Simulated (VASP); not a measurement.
Set up this calculation in VASP 6.6.1, as the native input.

| Property | Result |
| --- | --- |
| Task | single point |
| Functional | PBE |
| Potentials or basis | VASP PAW PBE potentials, release 64 (Be, B) |
| Cutoff | 520 eV |
| k mesh | 12 × 12 × 12 |
| Occupations | gaussian, width 0.1 eV |
| Spin | no spin polarisation |
| Dipole correction | no |
| Further INCAR settings | ALGO = Normal; EDIFF = 1e-06; NBANDS = 18 |

The structure of Be7B lies in POSCAR:

```
Be7B
1.0
   -2.4774635304      2.4774635304      2.4774635304
    2.4774635304     -2.4774635304      2.4774635304
    2.4774635304      2.4774635304     -2.4774635304
Be B
7 1
Direct
    0.0000000000      0.5000000000      0.5000000000
    0.5000000000      0.5000000000      0.0000000000
    0.5000000000      0.0000000000      0.5000000000
    0.0000000000      0.0000000000      0.5000000000
    0.0000000000      0.5000000000      0.0000000000
    0.5000000000      0.0000000000      0.0000000000
    0.5000000000      0.5000000000      0.5000000000
    0.0000000000      0.0000000000      0.0000000000
```

These files were run (other wordings do the same):

INCAR

```
SYSTEM = Be7B
  PREC = Accurate
  ENCUT = 520
  EDIFF = 1E-6
  ISMEAR = 0
  SIGMA = 0.1
  LREAL = .False.
  LASPH = .True.
  NELM = 100
  ALGO = Normal
  ISIF = 2
  LWAVE = .False.
  LCHARG = .False.
  GGA = PE
  NBANDS = 18
```

KPOINTS

```
Automatic mesh
0
Gamma
  12 12 12
  0 0 0
```

Potentials or basis: VASP PAW PBE potentials, release 64 (Be, B).

Run with:

```sh
$ cat potpaw_PBE.64/Be/POTCAR potpaw_PBE.64/B/POTCAR > POTCAR
$ mpirun -np 1 vasp_std > vasp.out
```

Results of the run:

| Item | Value |
| --- | --- |
| Pressure | 0.2 GPa |

Run time: 18 s on 1 thread of Intel(R) Xeon(R) 6975P-C (Granite Rapids), on a shared host, peak memory 0.2 GiB.
